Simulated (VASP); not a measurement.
Here is a VASP 6.6.1 calculation.

INCAR

```
SYSTEM = CuI2
PREC = Accurate ; ENCUT = 520
EDIFF = 1E-7 ; ISMEAR = -1
SIGMA = 0.05 ; LREAL = .FALSE.
LASPH = .TRUE. ; NELM = 80
ALGO = Normal ; ISIF = 2
LWAVE = .FALSE. ; LCHARG = .FALSE.
GGA = PE ; NBANDS = 20
```

The input KPOINTS:

```
regular mesh
0
G
  5 5 6
  0 0 0
```

Contents of POSCAR:

```
CuI2
1.0
    5.1300999248      0.0000000000      0.0000000000
    0.0000000000      5.1300999248      0.0000000000
    0.0000000000      0.0000000000      4.4827547687
I Cu
2 1
Direct
    0.5000000000      0.0000000000      0.0000000000
    0.0000000000      0.5000000000      0.0000000000
    0.0000000000      0.0000000000      0.0000000000
```

Potentials or basis: VASP PAW PBE potentials, release 64 (I, Cu).

Command:

```console
$ cat potpaw_PBE.64/I/POTCAR potpaw_PBE.64/Cu/POTCAR > POTCAR
$ mpirun -np 1 vasp_std > vasp.out
```

Predict the pressure.

2.1 GPa.

Stress tensor (GPa, compression positive):
```
2.77 0.00 0.00
0.00 2.77 0.00
0.00 0.00 0.64
```

Caveat: this functional lacks dispersion, which binds the layers, so the pressure and a relaxed spacing across them are unreliable; an odd number of electrons without spin polarisation forces a metal; a magnetic or distorted state may lie lower.
